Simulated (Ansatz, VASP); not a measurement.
# Ru: VASP beside Ansatz

The input POSCAR:

```
Ru
1.0
    2.9147339750      0.0000000000      0.0000000000
   -1.4573669875      2.5242336676      0.0000000000
    0.0000000000      0.0000000000      3.6900295597
Ru
2
Direct
    0.3333333333      0.6666666667      0.2500000000
    0.6666666667      0.3333333333      0.7500000000
```

File INCAR.step1:

```
SYSTEM = Ru
ALGO = Normal ; EDIFF = 1E-4
ENCUT = 520 ; GGA = PE
ISMEAR = 0 ; LASPH = .True.
LCHARG = .False. ; LREAL = .False.
LWAVE = .True. ; NBANDS = 21
NELM = 80 ; PREC = Accurate
SIGMA = 0.15
```

The input INCAR.step2:

```
SYSTEM = Ru
ALGO = Normal ; EDIFF = 1E-7
ENCUT = 520 ; ISIF = 2
ISMEAR = 0 ; ISTART = 1
LASPH = .True. ; LCHARG = .False.
LMIXTAU = .True. ; LREAL = .False.
LWAVE = .False. ; METAGGA = R2SCAN
NBANDS = 21 ; NELM = 80
PREC = Accurate ; SIGMA = 0.15
```

Contents of KPOINTS:

```
k-points
0
Gamma
  24 24 12
  0 0 0
```

Input for Ansatz:

```yaml
crystal:
  lattice:
    - [2.914733975, 0.0, 0.0]
    - [-1.4573669875, 2.5242336676, 0.0]
    - [0.0, 0.0, 3.6900295597]
  atoms:
    - { symbol: Ru, position: [0.3333333333, 0.6666666667, 0.25] }
    - { symbol: Ru, position: [0.6666666667, 0.3333333333, 0.75] }
basis:
  ecutwfc: 500
kpoints:
  mp_grid: { grid: [24, 24, 12] }
hamiltonian:
  xc: r2scan
scf:
  occupations: { method: gaussian, width: 0.15 }
output:
  forces: true
  stress: true
  eigenvalues: true
  write_density: true
  write_potential: true
  elf: true
  volumetric_format: npy
```

Alike in both runs: task single point; functional r2SCAN; k mesh 24 × 24 × 12; occupations gaussian, width 0.15 eV; no spin polarisation.

|  | VASP | Ansatz |
| --- | --- | --- |
| version | VASP 6.6.1 | Ansatz 0.2.0 |
| potentials or method | VASP PAW PBE potentials, release 64 (Ru_pv), cutoff 520 eV | scalar-relativistic, plane waves, PAW |
| valence electrons in the cell | 28 | 32 |

```csv
,VASP,Ansatz,Ansatz less VASP
gap on the k mesh at the Fermi level (eV),none,none,-
pressure (GPa),17.4,15.7,-1.74
"traceless stress, the component that is largest in VASP (GPa)",45.28,44.74,-0.535
```

VASP's potentials were made for PBE, not for r2SCAN. A gap of «none» marks a metal or a gap that the smearing closes. VASP's potentials hold 28 valence electrons a cell and Ansatz's 32, so a difference there can come from the potentials and not from the codes.
